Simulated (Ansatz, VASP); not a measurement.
# SnTe in VASP and in Ansatz

```xyz
2
Lattice="4.9318 0.0000 0.0000 2.4659 4.2711 0.0000 2.4659 1.4237 4.0268" Properties=species:S:1:pos:R:3 pbc="T T T"
Sn    0.0000    0.0000    0.0000
Te    7.3978    4.2711    3.0201
```

Alike in both runs: functional PBEsol; dispersion D3(BJ); k mesh 4 × 4 × 4; occupations fermi-dirac, width 0.05 eV; no spin polarisation.

Ansatz relaxed the structure, and its values are those at the end. VASP's run is a single point on that final structure, the one shown.

|  | VASP | Ansatz |
| --- | --- | --- |
| version | VASP 6.6.1 | Ansatz 0.2.0 |
| potentials or method | VASP PAW PBE potentials, release 64 (Sn_d, Te) | plane waves, PAW |
| plane-wave cutoff (eV) | 500 | 420 |
| valence electrons in the cell | 20 | 30 |

```tsv
	VASP	Ansatz	Ansatz less VASP
pressure (GPa)	0.0	0.0	+0.01
```

VASP's potentials were made for PBE, not for PBEsol. VASP's potentials hold 20 valence electrons a cell and Ansatz's 30, so a difference there can come from the potentials and not from the codes.

The k mesh is coarse, so the values compare programs but aren't converged. Neither program's run includes spin-orbit coupling.
